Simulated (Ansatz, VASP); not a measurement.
# Two plane-wave programs on HfTi2Ge3

```
Hf Ti Ge
1.0
    -2.60089    2.60089    5.04596
     2.60089   -2.60089    5.04596
     2.60089    2.60089   -5.04596
Hf Ti Ge
1 2 3
Direct
  0.50000 0.50000 0.00000
  0.50000 0.00000 0.50000
  0.00000 0.50000 0.50000
  0.00000 0.00000 0.00000
  0.75000 0.25000 0.50000
  0.25000 0.75000 0.50000
```

Alike in both runs: functional PBE; k mesh 5 × 5 × 5; occupations gaussian, width 0.2 eV; no spin polarisation.

Ansatz relaxed the structure, and its values are those at the end. VASP's run is a single point on that final structure, the one shown.

|  | VASP | Ansatz |
| --- | --- | --- |
| version | VASP 6.6.1 | Ansatz 0.2.0 |
| potentials or method | VASP PAW PBE potentials, release 64 (Hf_pv, Ti_sv, Ge_d), cutoff 500 eV | scalar-relativistic, plane waves, PAW |
| valence electrons in the cell | 76 | 92 |

```tsv
	VASP	Ansatz	Ansatz less VASP
gap on the k mesh at the Fermi level (eV)	none	none	-
pressure (GPa)	-0.3	-0.1	+0.19
```

A gap of «none» marks a metal or a gap that the smearing closes. VASP's potentials hold 76 valence electrons a cell and Ansatz's 92, so a difference there can come from the potentials and not from the codes.

Neither program's run includes spin-orbit coupling.
